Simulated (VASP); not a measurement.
# SnSe2 (P3m1) in VASP: a series of runs

Runs on SnSe2. Level: PBE+D3(BJ). Tasks: single point.

All numbers are computed with VASP 6.6.1; they aren't measurements. Logs are shortened: lines on timing, memory, paths and dates and some standing lists are left out, and cuts for length are marked.

## Step 1: The cell of the first run

Symmetry: P3m1, No. 156, trigonal system. The conventional cell has a = 3.839 Å, b = 3.839 Å, c = 6.012 Å, α = 90.00°, β = 90.00°, γ = 120.00°. Within 3.4 Å of Sn (site symmetry 3m) lie 6 Se at 2.54 to 2.95 Å. Se (site symmetry 3m) has 3 Sn at 2.95 Å and 12 Se at 3.59 to 3.88 Å within 3.9 Å. Se (site symmetry 3m) has 3 Sn at 2.54 Å within 3.4 Å.

## Step 2: Single point, PBE+D3(BJ) (atoms displaced along a vibrational mode)

The input, INCAR:

```
PREC = Accurate
ENCUT = 520
EDIFF = 1E-6
ISMEAR = 0
SIGMA = 0.03
LREAL = F
LASPH = T
NELM = 80
ALGO = Normal
ISIF = 2
LWAVE = F
LCHARG = T
GGA = PE
IVDW = 12
LELF = T
LVHAR = T
NBANDS = 20
```

The input, KPOINTS:

```
Automatic mesh
0
Gamma
  12 12 6
```

The input, POSCAR:

```
SnSe2
1.0
    3.8390485956      0.0000000000      0.0000000000
   -1.9195242978      3.3247136102      0.0000000000
    0.0000000000      0.0000000000      6.0116311105
Sn Se
1 2
Direct
    0.0000000000      0.0000000000     -0.0332688411
    0.3333333333      0.6666666667      0.2901580239
    0.6666666667      0.3333333333      0.7598520319
```

Potentials or basis: VASP PAW PBE potentials, release 64 (Sn_d, Se).

The run is started by

```bash
$ cat potpaw_PBE.64/Sn_d/POTCAR potpaw_PBE.64/Se/POTCAR > POTCAR
$ mpirun -np 1 vasp_std > vasp.out
```

OUTCAR:

```text
PREC = Accurate
   ENCUT = 520
   EDIFF = 1E-6
   ISMEAR = 0
   LREAL = F
   LASPH = T
   NELM = 80
   ISIF = 2
   GGA = PE
   IVDW = 12
 IVDW          = 12

 ion  position               nearest neighbor table
   1  0.000  0.000  0.967-   3 2.54   3 2.54   3 2.54   2 2.95   2 2.95   2 2.95
   2  0.333  0.667  0.290-   1 2.95   1 2.95   1 2.95
   3  0.667  0.333  0.760-   1 2.54   1 2.54   1 2.54

  LATTYP: Found a hexagonal cell.
 ALAT       =     3.8390485956
 C/A-ratio  =     1.5659169090

  Lattice vectors:

 A1 = (   3.8390485956,   0.0000000000,   0.0000000000)
 A2 = (  -1.9195242978,   3.3247136102,   0.0000000000)
 A3 = (   0.0000000000,   0.0000000000,   6.0116311105)

Analysis of symmetry for initial positions (statically):
=====================================================================
 Subroutine PRICEL returns:
 Original cell was already a primitive cell.

 Routine SETGRP: Setting up the symmetry group for a
 hexagonal supercell.

 Subroutine GETGRP returns: Found  6 space group operations
 (whereof  6 operations were pure point group operations)
 out of a pool of 24 trial point group operations.

The static configuration has the point symmetry C_3v.

Analysis of symmetry for dynamics (positions and initial velocities):
=====================================================================
 Subroutine PRICEL returns:
 Original cell was already a primitive cell.

 Routine SETGRP: Setting up the symmetry group for a
 hexagonal supercell.

 Subroutine GETGRP returns: Found  6 space group operations
 (whereof  6 operations were pure point group operations)
 out of a pool of 24 trial point group operations.

The dynamic configuration has the point symmetry C_3v.

 Subroutine INISYM returns: Found  6 space group operations
 (whereof  6 operations are pure point group operations),
 and found     1 'primitive' translations

----------------------------------------------------------------------------------------

                                     Primitive cell

  volume of cell :      76.7309

  direct lattice vectors                    reciprocal lattice vectors
     3.839048596  0.000000000  0.000000000     0.260481204  0.150388893  0.000000000
    -1.919524298  3.324713610  0.000000000     0.000000000  0.300777786  0.000000000
     0.000000000  0.000000000  6.011631110     0.000000000  0.000000000  0.166344205

  length of vectors
     3.839048596  3.839048596  6.011631110     0.300777786  0.300777786  0.166344205

  position of ions in fractional coordinates (direct lattice)
     0.000000000  0.000000000  0.966731159
     0.333333333  0.666666667  0.290158024
     0.666666667  0.333333333  0.759852032

  ion indices of the primitive-cell ions
   primitive index   ion index
                 1           1
                 2           2
                 3           3

----------------------------------------------------------------------------------------

 KPOINTS: Automatic mesh

Automatic generation of k-mesh.
 Grid dimensions read from file:
 generate k-points for:   12   12    6

 Generating k-lattice:

  Cartesian coordinates                     Fractional coordinates (reciprocal lattice)
     0.021706767  0.012532408  0.000000000     0.083333333 -0.000000000  0.000000000
     0.000000000  0.025064816  0.000000000     0.000000000  0.083333333  0.000000000
     0.000000000  0.000000000  0.027724034     0.000000000  0.000000000  0.166666667

  Length of vectors
     0.025064816  0.025064816  0.027724034

  Shift w.r.t. Gamma in fractional coordinates (k-lattice)
     0.000000000  0.000000000  0.000000000

 Subroutine IBZKPT returns following result:
 ===========================================

 Found    100 irreducible k-points:

 Following reciprocal coordinates:
            Coordinates               Weight
  0.000000  0.000000  0.000000      1.000000
  0.083333 -0.000000  0.000000      6.000000
  0.166667 -0.000000  0.000000      6.000000
  0.250000 -0.000000  0.000000      6.000000
  0.333333 -0.000000  0.000000      6.000000
  0.416667 -0.000000  0.000000      6.000000
[... 16 lines left out ...]
  0.166667 -0.000000  0.166667      6.000000
  0.000000  0.166667  0.166667      6.000000
 [... further k-points ...]
   k-points           NKPTS =    100   k-points in BZ     NKDIM =    100   number of bands    NBANDS=     20
   number of dos      NEDOS =    301   number of ions     NIONS =      3
   total plane-waves  NPLWV =  43200
   dimension x,y,z NGX =    30 NGY =   30 NGZ =   48
   dimension x,y,z NGXF=    60 NGYF=   60 NGZF=   96
   ions per type =               1   2
   NGX,Y,Z   is equivalent  to a cutoff of  12.99, 12.99, 13.27 a.u.
   NGXF,Y,Z  is equivalent  to a cutoff of  25.98, 25.98, 26.55 a.u.
 SYSTEM =  unknown system
   PREC   = accura    normal or accurate (medium, high low for compatibility)
   ISTART =      0    job   : 0-new  1-cont  2-samecut
   ICHARG =      2    charge: 1-file 2-atom 10-const
   ISPIN  =      1    spin polarized calculation?
   LNONCOLLINEAR =      F non collinear calculations
   LSORBIT =      F    spin-orbit coupling
   LASPH  =      T    aspherical Exc in radial PAW
   ENCUT  =  520.0 eV  38.22 Ry    6.18 a.u.   7.14  7.14 11.18*2*pi/ulx,y,z
   NELM   =     80;   NELMIN=  2; NELMDL= -5     # of ELM steps
   EDIFF  = 0.1E-05   stopping-criterion for ELM
   LREAL  =      F    real-space projection
   EDIFFG = 0.1E-04   stopping-criterion for IOM
   NSW    =      0    number of steps for IOM
   IBRION =     -1    ionic relax: 0-MD 1-quasi-New 2-CG
   NFREE  =      0    steps in history (QN), initial steepest desc. (CG)
   ISIF   =      2    stress and relaxation
   ISYM   =      2    0-nonsym 1-usesym 2-fastsym
   POTIM  = 0.5000    time-step for ionic-motion
   TEBEG  =    0.0;   TEEND  =   0.0 temperature during run
   PSTRESS=    0.0 pullay stress
   NELECT =      26.0000    total number of electrons
   NUPDOWN=      -1.0000    fix difference up-down
   EMIN   =  10.00;   EMAX   =-10.00  energy-range for DOS
   EFERMI =   0.00;   METHOD = LEGACY
   ISMEAR =     0;   SIGMA  =   0.03  broadening in eV -4-tet -1-fermi 0-gaus
   EFERMI_NEDOS =   21; number of points for ismear=-14 and -15
   IALGO  =     38    algorithm
   IMIX   =      4    mixing-type and parameters
     AMIX     =   0.40;   BMIX     =  1.00
     AMIX_MAG =   1.60;   BMIX_MAG =  1.00
  volume/ion in A,a.u.               =      25.58       172.60
  Fermi-wavevector in a.u.,A,eV,Ry     =   1.141325  2.156791 17.723250  1.302622
  Thomas-Fermi vector in A             =   2.278025
   LORBIT       =      0    0 simple, 1 ext, 2 COOP (PROOUT), +10 PAW based schemes
   GGA     = PE    functional components
   LHFCALC =     F    Hartree Fock is set to
   AEXX    =    0.0000 exact exchange contribution
   IVDW    =    12    specifies the selected vdW correction
   LEPSILON=     F    determine dielectric tensor
   LRPA    =     F    only Hartree local field effects (RPA)
 non-spin polarized calculation
 Gauss-broadening in eV      SIGMA  =   0.03
  energy-cutoff  :      520.00
  volume of cell :       76.73
 maximum number of plane-waves:      2098
 NGX is ok and might be reduce to    30
   NGX = 15   NGY = 15   NGZ = 23

 number of electron      25.9999997 magnetization

 Free energy of the ion-electron system (eV)
  ---------------------------------------------------
  ext. energy  EPLUGINS =         0.00000000
  ---------------------------------------------------
  free energy    TOTEN  =       -10.96091744 eV

  energy without entropy =      -10.96056924  energy(sigma->0) =      -10.96074334

 E-fermi :   4.9467     XC(G=0):  -9.5693

 val. band max:        4.9381198734   @ k =   0.0833  -0.0000   0.5000
 cond. band min:       4.9612194693   @ k =   0.0833  -0.0000   0.1667
 fundamental gap:      0.0230995958
 Fermi energy:         4.9466898146

 k-point     1 :       0.0000    0.0000    0.0000
  band No.  band energies     occupation
      1     -17.2093      2.00000
      2     -17.2093      2.00000
      3     -17.1525      2.00000
      4     -17.1353      2.00000
      5     -17.1353      2.00000
      6     -10.3164      2.00000
[... 12 lines left out ...]
     19      13.4627      0.00000
     20      13.4635      0.00000

 k-point     2 :       0.0833   -0.0000    0.0000
  band No.  band energies     occupation
      1     -17.2135      2.00000
      2     -17.2066      2.00000
      3     -17.1500      2.00000
      4     -17.1368      2.00000
      5     -17.1351      2.00000
      6     -10.2469      2.00000
[... 12 lines left out ...]
     19      12.9466      0.00000
     20      13.3286      0.00000

 k-point     3 :       0.1667   -0.0000    0.0000
  band No.  band energies     occupation
      1     -17.2251      2.00000
      2     -17.1996      2.00000
      3     -17.1456      2.00000
      4     -17.1383      2.00000
      5     -17.1341      2.00000
      6     -10.0448      2.00000
[... 12 lines left out ...]
     19      12.8158      0.00000
     20      13.1525      0.00000

 k-point     4 :       0.2500   -0.0000    0.0000
  band No.  band energies     occupation
      1     -17.2410      2.00000
      2     -17.1912      2.00000
      3     -17.1491      2.00000
      4     -17.1315      2.00000
      5     -17.1307      2.00000
      6      -9.7320      2.00000
[... 12 lines left out ...]
     19      12.5397      0.00000
     20      13.3724      0.00000

 k-point     5 :       0.3333   -0.0000    0.0000
  band No.  band energies     occupation
      1     -17.2570      2.00000
      2     -17.1845      2.00000
      3     -17.1542      2.00000
      4     -17.1271      2.00000
      5     -17.1215      2.00000
      6      -9.3574      2.00000
[... 12 lines left out ...]
     19      12.9131      0.00000
     20      14.1750      0.00000
[... 353 lines left out ...]
      6     -10.2259      2.00000
[... 12 lines left out ...]
     19      12.7087      0.00000
     20      13.3541      0.00000

 k-point    22 :       0.0000    0.0833    0.1667
  band No.  band energies     occupation
      1     -17.2135      2.00000
      2     -17.2066      2.00000
      3     -17.1499      2.00000
      4     -17.1368      2.00000
      5     -17.1351      2.00000
      6     -10.2259      2.00000
[... 12 lines left out ...]
     19      12.9044      0.00000
     20      13.0517      0.00000

 k-point    23 :       0.1667   -0.0000    0.1667
  band No.  band energies     occupation
      1     -17.2251      2.00000
      2     -17.1996      2.00000
      3     -17.1456      2.00000
      4     -17.1383      2.00000
      5     -17.1341      2.00000
      6     -10.0246      2.00000
[... 12 lines left out ...]
     19      12.7250      0.00000
     20      13.5215      0.00000

 k-point    24 :       0.0000    0.1667    0.1667
  band No.  band energies     occupation
      1     -17.2251      2.00000
      2     -17.1996      2.00000
      3     -17.1456      2.00000
      4     -17.1383      2.00000
      5     -17.1341      2.00000
      6     -10.0244      2.00000
[... 12 lines left out ...]
     19      12.7044      0.00000
     20      12.9590      0.00000

 [... further k-points ...]

------------------------ aborting loop because EDIFF is reached ----------------------------------------

 Edisp (eV)   -1.09302

 E8    (eV) :    -0.4788

  FORCE on cell =-STRESS in cart. coord.  units (eV):
  Direction    XX          YY          ZZ          XY          YZ          ZX
  --------------------------------------------------------------------------------------
  -------------------------------------------------------------------------------------
  Total       2.36852     2.36852    -0.05176    -0.00000     0.00000    -0.00000
  in kB      49.45583    49.45583    -1.08082    -0.00000     0.00000    -0.00000
  external pressure =       32.61 kB  Pullay stress =        0.00 kB

 VOLUME and BASIS-vectors are now :
 -----------------------------------------------------------------------------
  energy-cutoff  :      520.00
  volume of cell :       76.73
      direct lattice vectors                 reciprocal lattice vectors
     3.839048596  0.000000000  0.000000000     0.260481204  0.150388893  0.000000000
    -1.919524298  3.324713610  0.000000000     0.000000000  0.300777786  0.000000000
     0.000000000  0.000000000  6.011631110     0.000000000  0.000000000  0.166344205

 POSITION                                       TOTAL-FORCE (eV/Angst)
 -----------------------------------------------------------------------------------
      0.00000      0.00000      5.81163         0.000000     -0.000000      4.545754
     -0.00000      2.21648      1.74432        -0.000000     -0.000000     -1.614822
      1.91952      1.10824      4.56795        -0.000000      0.000000     -2.930932
 -----------------------------------------------------------------------------------
    total drift:                                0.000000      0.000000      0.000831

  FREE ENERGIE OF THE ION-ELECTRON SYSTEM (eV)
  ---------------------------------------------------
  free  energy   TOTEN  =       -12.0539340033 eV

  energy  without entropy=      -12.0535858061  energy(sigma->0) =      -12.05375990
```

Wall time 61 s (1 thread of Intel Xeon 6975P-C (Granite Rapids), shared host); peak memory 0.3 GiB.

Results:

| Property | Result |
| --- | --- |
| Free energy | -12.0539 eV |
| Pressure | 3.3 GPa |
| Largest force | 4.546 eV/Å |
| Band gap on the k mesh | zero (bands 13 and 14 overlap by 0.32 eV) |
| Dispersion energy per atom | -0.364 eV |

Forces in eV/Å, atoms in the order of the input:
```
Sn   0.000  0.000  4.546
Se   0.000  0.000 -1.615
Se   0.000  0.000 -2.931
```

Caveat: the cell differs from its parent crystal (atoms displaced along a vibrational mode); the stress differs along the axes, from -0 to 5 GPa; semilocal functionals underestimate gaps, and a narrow one can read as zero; spin-orbit coupling is left out, which moves the levels of the heavy elements; forces of over 1 eV/Å act on the atoms, so gaps and moduli don't describe the material at rest.

(Continued in part 2 of 2.)

The gap in the log of VASP goes by the Fermi energy; the results here count the filled bands.